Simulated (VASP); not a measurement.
Runs of VASP 6.6.1 on Ni. The structure is that of space group P6/mmm (No. 191), or close to it. The cells are those of the table. This isn't the form of Ni at room conditions, which is fcc.

```csv
task,cell,cutoff (eV),smearing,k mesh for the DOS,occupations for the DOS,gap on the mesh (eV),pressure (GPa),moment (μB)
single point,"a = 2.413, b = 2.413, c = 2.352 Å, angles 90.0, 90.0, 120.0°, 1 atom",590,fermi-dirac 0.1 eV,-,-,none,-3.9,(a)
relaxation of shape and atoms at fixed volume,"relaxed from a = 1.915, b = 1.915, c = 1.866 Å, angles 90.0, 90.0, 120.0°, 1 atom",590,fermi-dirac 0.1 eV,-,-,none,577.8,0.00
single point,"a = 2.413, b = 2.413, c = 2.352 Å, angles 90.0, 90.0, 120.0°, 1 atom",590,fermi-dirac 0.01 eV,-,-,none,-4.0,0.58
single point,"a = 2.248, b = 2.248, c = 2.168 Å, angles 90.0, 90.0, 120.0°, 1 atom",510,fermi-dirac 0.1 eV,27 × 27 × 26,tetrahedron,-,-,0.00
```

Alike in all rows: level PBE; potentials or basis VASP PAW PBE potentials, release 64 (Ni_sv_GW); spin collinear, ferromagnetic start; k mesh 18 × 18 × 17.

Estimate the missing entries.

(a) 0.50.

Caveats: the cell stands under tension (at least some runs); tetrahedron occupations give inexact forces and stress in metals (at least some runs).

A gap of «none» marks levels without a gap at the run's occupations.
